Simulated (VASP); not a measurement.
Input of a VASP 6.6.1 run:

INCAR

```
PREC = Accurate
ENCUT = 520
EDIFF = 1E-6
ISMEAR = 0
SIGMA = 0.05
LREAL = False
LASPH = True
NELM = 80
ALGO = Normal
ISIF = 2
LWAVE = False
LCHARG = False
LDIPOL = True
IDIPOL = 3
DIPOL = 0.5 0.5 0.319
GGA = PE
IVDW = 12
NBANDS = 37
```

The input KPOINTS:

```
Automatic mesh
0
Gamma
  8 7 1
```

Contents of POSCAR:

```
C11O
1.0
    3.6473242347      0.0000000000      0.0000000000
   -1.6658829406      3.9310150970      0.0000000000
    0.0000000000      0.0000000000     23.1809581692
C O
11 1
Direct
    0.5001799340      0.3333933113      0.1725554212
    0.4998200660      0.6666066887      0.1725554212
    0.5001799340      0.8333933113      0.2257231425
    0.4998200660      0.1666066887      0.2257231425
    0.5000212331      0.3353169669      0.2788716798
    0.4999787669      0.6646830331      0.2788716798
    0.5001286273      0.8366480408      0.3322552327
    0.4998713727      0.1633519592      0.3322552327
    0.4997623703      0.3544335274      0.3809574266
    0.5002376297      0.6455664726      0.3809574266
    1.2497623703      1.1044335274      0.5470420194
    1.2497623703      1.1044335274      0.4974323358
```

Potentials or basis: VASP PAW PBE potentials, release 64 (C, O).

Command:

```bash
$ cat potpaw_PBE.64/C/POTCAR potpaw_PBE.64/O/POTCAR > POTCAR
$ mpirun -np 1 vasp_std > vasp.out
```

(1) Predict the band gap on the k mesh.

(2) What does it give for the largest force?

(3) Estimate the dispersion energy per atom.

Answers

(1) zero (bands 25 and 26 overlap by 0.73 eV).

(2) 6.773 eV/Å.

(3) -0.108 eV.
